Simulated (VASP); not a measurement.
# Si (Ia-3) in VASP: notebook

Si is run at these levels: PBE, r2SCAN; tasks: single point.

All numbers are computed with VASP 6.6.1; they aren't measurements. Logs are shortened: lines on timing, memory, paths and dates and some standing lists are left out, and cuts for length are marked.

**1. The cell of the first run**

It takes space group Ia-3 (No. 206, cubic). Conventional cell: a = 6.622 Å, b = 6.622 Å, c = 6.622 Å, α = 90.00°, β = 90.00°, γ = 90.00°. Within 3.1 Å of Si (site symmetry 3) lie 4 Si at 2.36 to 2.38 Å.

**2. Single point, PBE**

Contents of INCAR:

```
SYSTEM = Si
ALGO     = Normal         ! electronic algorithm
EDIFF    = 1E-7           ! SCF threshold, eV
ENCUT    = 520            ! plane-wave cutoff, eV
GGA      = PE             ! functional
ISIF     = 2              ! what is computed and relaxed
ISMEAR   = -5             ! smearing method
LASPH    = .TRUE.         ! aspherical terms in the spheres
LCHARG   = .FALSE.        ! write CHGCAR
LREAL    = .FALSE.        ! projectors in reciprocal space
LWAVE    = .FALSE.        ! write WAVECAR
NBANDS   = 26             ! bands
NELM     = 60             ! most SCF steps
PREC     = Accurate       ! precision mode
SIGMA    = 0.1            ! smearing width, eV
```

Contents of KPOINTS:

```
k-points
0
G
  8 8 8
  0 0 0
```

Contents of POSCAR:

```
Si
1.0
   -3.3109000000      3.3109000000      3.3109000000
    3.3109000000     -3.3109000000      3.3109000000
    3.3109000000      3.3109000000     -3.3109000000
Si
8
Direct
    0.2060000000      0.2060000000      0.2060000000
    0.5000000000      0.0000000000      0.2940000000
    0.2940000000      0.5000000000      0.0000000000
    0.0000000000      0.2940000000      0.5000000000
    0.7940000000      0.7940000000      0.7940000000
    0.5000000000      0.0000000000      0.7060000000
    0.7060000000      0.5000000000      0.0000000000
    0.0000000000      0.7060000000      0.5000000000
```

Potentials or basis: VASP PAW PBE potentials, release 64 (Si).

On the command line:

```
$ cat potpaw_PBE.64/Si/POTCAR > POTCAR
$ mpirun -np 1 vasp_std > vasp.out
```

OUTCAR:

```text
SYSTEM = Si
   EDIFF = 1E-7
   ENCUT = 520
   GGA = PE
   ISIF = 2
   ISMEAR = -5
   LASPH = .TRUE.
   LREAL = .FALSE.
   NELM = 60
   PREC = Accurate

 ion  position               nearest neighbor table
   1  0.206  0.206  0.206-   5 2.36   3 2.38   4 2.38   2 2.38
   2  0.500  0.000  0.294-   6 2.36   4 2.38   1 2.38   3 2.38
   3  0.294  0.500  0.000-   7 2.36   2 2.38   1 2.38   4 2.38
   4  0.000  0.294  0.500-   8 2.36   2 2.38   1 2.38   3 2.38
   5  0.794  0.794  0.794-   1 2.36   6 2.38   7 2.38   8 2.38
   6  0.500  0.000  0.706-   2 2.36   8 2.38   7 2.38   5 2.38
   7  0.706  0.500  0.000-   3 2.36   5 2.38   8 2.38   6 2.38
   8  0.000  0.706  0.500-   4 2.36   6 2.38   5 2.38   7 2.38

  LATTYP: Found a body centered cubic cell.
 ALAT       =     6.6218000000

  Lattice vectors:

 A1 = (  -3.3109000000,   3.3109000000,   3.3109000000)
 A2 = (   3.3109000000,  -3.3109000000,   3.3109000000)
 A3 = (   3.3109000000,   3.3109000000,  -3.3109000000)

Analysis of symmetry for initial positions (statically):
=====================================================================
 Subroutine PRICEL returns:
 Original cell was already a primitive cell.

 Routine SETGRP: Setting up the symmetry group for a
 body centered cubic supercell.

 Subroutine GETGRP returns: Found 24 space group operations
 (whereof  6 operations were pure point group operations)
 out of a pool of 48 trial point group operations.

The static configuration has the point symmetry S_6 .
 The point group associated with its full space group is T_h .

Analysis of symmetry for dynamics (positions and initial velocities):
=====================================================================
 Subroutine PRICEL returns:
 Original cell was already a primitive cell.

 Routine SETGRP: Setting up the symmetry group for a
 body centered cubic supercell.

 Subroutine GETGRP returns: Found 24 space group operations
 (whereof  6 operations were pure point group operations)
 out of a pool of 48 trial point group operations.

The dynamic configuration has the point symmetry S_6 .
 The point group associated with its full space group is T_h .

 Subroutine INISYM returns: Found 24 space group operations
 (whereof  6 operations are pure point group operations),
 and found     1 'primitive' translations

----------------------------------------------------------------------------------------

                                     Primitive cell

  volume of cell :     145.1771

  direct lattice vectors                    reciprocal lattice vectors
    -3.310900000  3.310900000  3.310900000     0.000000000  0.151016340  0.151016340
     3.310900000 -3.310900000  3.310900000     0.151016340  0.000000000  0.151016340
     3.310900000  3.310900000 -3.310900000     0.151016340  0.151016340  0.000000000

  length of vectors
     5.734647019  5.734647019  5.734647019     0.213569356  0.213569356  0.213569356

  position of ions in fractional coordinates (direct lattice)
     0.206000000  0.206000000  0.206000000
     0.500000000  0.000000000  0.294000000
     0.294000000  0.500000000  0.000000000
     0.000000000  0.294000000  0.500000000
     0.794000000  0.794000000  0.794000000
     0.500000000  0.000000000  0.706000000
     0.706000000  0.500000000  0.000000000
     0.000000000  0.706000000  0.500000000

  ion indices of the primitive-cell ions
   primitive index   ion index
                 1           1
                 2           2
                 3           3
                 4           4
                 5           5
                 6           6
                 7           7
                 8           8

----------------------------------------------------------------------------------------

 KPOINTS: k-points

Automatic generation of k-mesh.
 Grid dimensions read from file:
 generate k-points for:    8    8    8

 Generating k-lattice:

  Cartesian coordinates                     Fractional coordinates (reciprocal lattice)
     0.000000000  0.018877042  0.018877042     0.125000000  0.000000000  0.000000000
     0.018877042  0.000000000  0.018877042     0.000000000  0.125000000  0.000000000
     0.018877042  0.018877042  0.000000000     0.000000000  0.000000000  0.125000000

  Length of vectors
     0.026696170  0.026696170  0.026696170

  Shift w.r.t. Gamma in fractional coordinates (k-lattice)
     0.000000000  0.000000000  0.000000000

 TETIRR: Found    981 inequivalent tetrahedra from     3072

 Subroutine IBZKPT returns following result:
 ===========================================

 Found     35 irreducible k-points:

 Following reciprocal coordinates:
            Coordinates               Weight
  0.000000  0.000000  0.000000      1.000000
  0.125000  0.000000  0.000000     12.000000
  0.250000  0.000000  0.000000     12.000000
  0.375000  0.000000  0.000000     12.000000
  0.500000  0.000000  0.000000      6.000000
  0.125000  0.125000  0.000000     24.000000
[... 16 lines left out ...]
  0.500000  0.500000  0.125000     12.000000
 -0.375000  0.500000  0.125000     24.000000
 [... further k-points ...]
   k-points           NKPTS =     35   k-points in BZ     NKDIM =     35   number of bands    NBANDS=     26
   number of dos      NEDOS =    301   number of ions     NIONS =      8
   total plane-waves  NPLWV = 110592
   dimension x,y,z NGX =    48 NGY =   48 NGZ =   48
   dimension x,y,z NGXF=    96 NGYF=   96 NGZF=   96
   ions per type =               8
   NGX,Y,Z   is equivalent  to a cutoff of  13.92, 13.92, 13.92 a.u.
   NGXF,Y,Z  is equivalent  to a cutoff of  27.83, 27.83, 27.83 a.u.
 SYSTEM =  Si
   PREC   = accura    normal or accurate (medium, high low for compatibility)
   ISTART =      0    job   : 0-new  1-cont  2-samecut
   ICHARG =      2    charge: 1-file 2-atom 10-const
   ISPIN  =      1    spin polarized calculation?
   LNONCOLLINEAR =      F non collinear calculations
   LSORBIT =      F    spin-orbit coupling
   LASPH  =      T    aspherical Exc in radial PAW
   ENCUT  =  520.0 eV  38.22 Ry    6.18 a.u.  10.66 10.66 10.66*2*pi/ulx,y,z
   NELM   =     60;   NELMIN=  2; NELMDL= -5     # of ELM steps
   EDIFF  = 0.1E-06   stopping-criterion for ELM
   LREAL  =      F    real-space projection
   EDIFFG = 0.1E-05   stopping-criterion for IOM
   NSW    =      0    number of steps for IOM
   IBRION =     -1    ionic relax: 0-MD 1-quasi-New 2-CG
   NFREE  =      0    steps in history (QN), initial steepest desc. (CG)
   ISIF   =      2    stress and relaxation
   ISYM   =      2    0-nonsym 1-usesym 2-fastsym
   POTIM  = 0.5000    time-step for ionic-motion
   TEBEG  =    0.0;   TEEND  =   0.0 temperature during run
   PSTRESS=    0.0 pullay stress
   NELECT =      32.0000    total number of electrons
   NUPDOWN=      -1.0000    fix difference up-down
   EMIN   =  10.00;   EMAX   =-10.00  energy-range for DOS
   EFERMI =   0.00;   METHOD = LEGACY
   ISMEAR =    -5;   SIGMA  =   0.10  broadening in eV -4-tet -1-fermi 0-gaus
   EFERMI_NEDOS =   21; number of points for ismear=-14 and -15
   IALGO  =     38    algorithm
   IMIX   =      4    mixing-type and parameters
     AMIX     =   0.40;   BMIX     =  1.00
     AMIX_MAG =   1.60;   BMIX_MAG =  1.00
  volume/ion in A,a.u.               =      18.15       122.46
  Fermi-wavevector in a.u.,A,eV,Ry     =   0.988915  1.868778 13.305844  0.977952
  Thomas-Fermi vector in A             =   2.120476
   LORBIT       =      0    0 simple, 1 ext, 2 COOP (PROOUT), +10 PAW based schemes
   GGA     = PE    functional components
   LHFCALC =     F    Hartree Fock is set to
   AEXX    =    0.0000 exact exchange contribution
   IVDW    =     0    specifies the selected vdW correction
   LEPSILON=     F    determine dielectric tensor
   LRPA    =     F    only Hartree local field effects (RPA)
 non-spin polarized calculation
 Fermi weights with tetrahedron method with Bloechl corrections
  energy-cutoff  :      520.00
  volume of cell :      145.18
 maximum number of plane-waves:      3945
 NGX is ok and might be reduce to    48
   NGX = 21   NGY = 21   NGZ = 21

 number of electron      31.9999998 magnetization

 Free energy of the ion-electron system (eV)
  ---------------------------------------------------
  ext. energy  EPLUGINS =         0.00000000
  ---------------------------------------------------
  free energy    TOTEN  =       -42.11232420 eV

  energy without entropy =      -42.11232420  energy(sigma->0) =      -42.11232420

 E-fermi :   7.2290     XC(G=0): -10.0009

 val. band max:        7.4214679326   @ k =   0.5000   0.5000   0.5000
 cond. band min:       7.2154366504   @ k =   0.5000   0.5000   0.3750
 fundamental gap:     -0.2060312822
 Fermi energy:         7.2289992361

 k-point     1 :       0.0000    0.0000    0.0000
  band No.  band energies     occupation
      1      -5.5414      2.00000
      2      -1.1984      2.00000
      3      -0.7418      2.00000
      4      -0.7418      2.00000
      5      -0.7418      2.00000
      6       0.7068      2.00000
[... 18 lines left out ...]
     25      12.5380      0.00000
     26      13.0006      0.00000

 k-point     2 :       0.1250    0.0000    0.0000
  band No.  band energies     occupation
      1      -5.4449      2.00000
      2      -1.4960      2.00000
      3      -1.1443      2.00000
      4      -0.9858      2.00000
      5      -0.5798      2.00000
      6       0.5546      2.00000
[... 18 lines left out ...]
     25      12.5056      0.00000
     26      12.6774      0.00000

 k-point     3 :       0.2500    0.0000    0.0000
  band No.  band energies     occupation
      1      -5.1565      2.00000
      2      -2.3015      2.00000
      3      -1.5424      2.00000
      4      -1.3670      2.00000
      5      -0.4023      2.00000
      6       0.2577      2.00000
[... 572 lines left out ...]
 k-point    23 :       0.5000    0.5000    0.1250
  band No.  band energies     occupation
      1      -3.9411      2.00000
      2      -3.9396      2.00000
      3      -2.2884      2.00000
      4      -1.4163      2.00000
      5      -0.3695      2.00000
      6      -0.0671      2.00000
[... 18 lines left out ...]
     25      11.1459      0.00000
     26      11.2204      0.00000

 k-point    24 :      -0.3750    0.5000    0.1250
  band No.  band energies     occupation
      1      -4.1261      2.00000
      2      -3.4155      2.00000
      3      -2.7755      2.00000
      4      -1.2975      2.00000
      5      -0.5205      2.00000
      6       0.0387      2.00000
[... 18 lines left out ...]
     25      11.1948      0.00000
     26      11.7853      0.00000

 [... further k-points ...]

------------------------ aborting loop because EDIFF is reached ----------------------------------------

  FORCE on cell =-STRESS in cart. coord.  units (eV):
  Direction    XX          YY          ZZ          XY          YZ          ZX
  --------------------------------------------------------------------------------------
  -------------------------------------------------------------------------------------
  Total        0.8055540      0.8055540      0.8055540     -0.0000000     -0.0000000      0.0000000
  in kB        8.8901089      8.8901089      8.8901089     -0.0000000     -0.0000000      0.0000000
  external PRESSURE =       8.8901089 kB  Pullay stress =       0.0000000 kB

 VOLUME and BASIS-vectors are now :
 -----------------------------------------------------------------------------
  energy-cutoff  :      520.00
  volume of cell :      145.18
      direct lattice vectors                 reciprocal lattice vectors
    -3.310900000  3.310900000  3.310900000     0.000000000  0.151016340  0.151016340
     3.310900000 -3.310900000  3.310900000     0.151016340  0.000000000  0.151016340
     3.310900000  3.310900000 -3.310900000     0.151016340  0.151016340  0.000000000

 POSITION                                       TOTAL-FORCE (eV/Angst)
 -----------------------------------------------------------------------------------
      0.68205      0.68205      0.68205        -0.115240     -0.115240     -0.115240
     -0.68205      2.62885      0.68205         0.115240      0.115240     -0.115240
      0.68205     -0.68205      2.62885        -0.115240      0.115240      0.115240
      2.62885      0.68205     -0.68205         0.115240     -0.115240      0.115240
      2.62885      2.62885      2.62885         0.115240      0.115240      0.115240
      0.68205      3.99295     -0.68205        -0.115240     -0.115240      0.115240
     -0.68205      0.68205      3.99295         0.115240     -0.115240     -0.115240
      3.99295     -0.68205      0.68205        -0.115240      0.115240     -0.115240
 -----------------------------------------------------------------------------------
    total drift:                               -0.000000     -0.000000      0.000000

  FREE ENERGIE OF THE ION-ELECTRON SYSTEM (eV)
  ---------------------------------------------------
  free  energy   TOTEN  =       -42.1123242008 eV

  energy  without entropy=      -42.1123242008  energy(sigma->0) =      -42.11232420
```

Wall time 69 s (1 thread of Intel Xeon 6975P-C (Granite Rapids), shared host); peak memory 0.35 GiB.

Results:

| Item | Value |
| --- | --- |
| Free energy | -42.1123 eV |
| Pressure | 0.9 GPa |
| Largest force | 0.200 eV/Å |
| Band gap on the k mesh | zero (bands 16 and 17 overlap by 0.21 eV) |

Forces in eV/Å, atoms in the order of the input:
```
Si  -0.115 -0.115 -0.115
Si   0.115  0.115 -0.115
Si  -0.115  0.115  0.115
Si   0.115 -0.115  0.115
Si   0.115  0.115  0.115
Si  -0.115 -0.115  0.115
Si   0.115 -0.115 -0.115
Si  -0.115  0.115 -0.115
```

Levels at points of the mesh, in eV from the Fermi level:
| k point | band 14 | band 15 | band 16 | band 17 | band 18 | band 19 |
| --- | --- | --- | --- | --- | --- | --- |
| (0.00, 0.00, 0.00) | -1.54 | -1.54 | -0.83 | 1.71 | 1.71 | 1.71 |
| (0.50, 0.00, 0.00) | -2.15 | -1.36 | -1.36 | 0.32 | 0.32 | 1.97 |
| (0.50, 0.50, 0.50) | -0.74 | 0.19 | 0.19 | 0.19 | 2.81 | 2.81 |

Caveat: semilocal functionals underestimate gaps, and a narrow one can read as zero; tetrahedron occupations give inexact forces and stress in metals.

[end of part 1 of 2]

The gap in the log of VASP goes by the Fermi energy; the results here count the filled bands.